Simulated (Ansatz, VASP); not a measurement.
## InCuO: VASP beside Ansatz

File INCAR:

```
SYSTEM = InCuO
PREC = Accurate
ENCUT = 520
EDIFF = 1E-6
ISMEAR = 0
SIGMA = 0.1
LREAL = .False.
LASPH = .True.
NELM = 150
ALGO = Normal
ISIF = 2
LWAVE = .False.
LCHARG = .False.
ISPIN = 2
MAGMOM = 0 1 0
LORBIT = 11
LMAXMIX = 4
GGA = PE
NBANDS = 26
```

File KPOINTS:

```
Automatic mesh
0
Gamma
  6 6 4
  0 0 0
```

File POSCAR:

```
InCuO
1.0
    2.8988046700      0.0000000000      0.0000000000
    0.0000000000      2.8988046700      0.0000000000
    0.0000000000      0.0000000000      6.3977640500
In Cu O
1 1 1
Direct
    0.0000000000      0.0000000000      0.0000000000
    0.5000000000      0.5000000000      0.5000000000
    0.0000000000      0.0000000000      0.5000000000
```

Input for Ansatz:

```yaml
crystal:
  lattice:
    - [2.89880467, 0.0, 0.0]
    - [0.0, 2.89880467, 0.0]
    - [0.0, 0.0, 6.39776405]
  atoms:
    - { symbol: In, position: [0.0, 0.0, 0.0] }
    - { symbol: Cu, position: [0.5, 0.5, 0.5], spin: 1.0 }
    - { symbol: O, position: [0.0, 0.0, 0.5] }
basis:
  ecutwfc: 420
kpoints:
  mp_grid: { grid: [6, 6, 4] }
hamiltonian:
  xc: pbe
scf:
  occupations: { method: gaussian, width: 0.1 }
  lower_state_search: "off"
output:
  forces: true
  stress: true
  eigenvalues: true
  populations: true
magnetization:
  spin_polarized: true
```

Alike in both runs: task single point; functional PBE; k mesh 6 × 6 × 4; occupations gaussian, width 0.1 eV; collinear spin.

|  | VASP | Ansatz |
| --- | --- | --- |
| version | VASP 6.6.1 | Ansatz 0.2.0 |
| potentials or method | VASP PAW PBE potentials, release 64 (In_d, Cu, O), cutoff 520 eV | scalar-relativistic, plane waves, PAW |
| valence electrons in the cell | 30 | 38 |

|  | VASP | Ansatz | Ansatz less VASP |
| --- | --- | --- | --- |
| gap on the k mesh at the Fermi level (eV) | none | none | - |
| pressure (GPa) | -2.9 | -3.0 | -0.16 |
| traceless stress, the component that is largest in VASP (GPa) | -3.44 | -3.19 | +0.253 |
| net moment per atom (μB) | 0.00 | 0.00 | 0.000 |

A gap of «none» marks a metal or a gap that the smearing closes. VASP's potentials hold 30 valence electrons a cell and Ansatz's 38, so a difference there can come from the potentials and not from the codes. Ansatz's warnings: seeded moment not kept.

The k mesh is coarse, so the values compare programs but aren't converged.
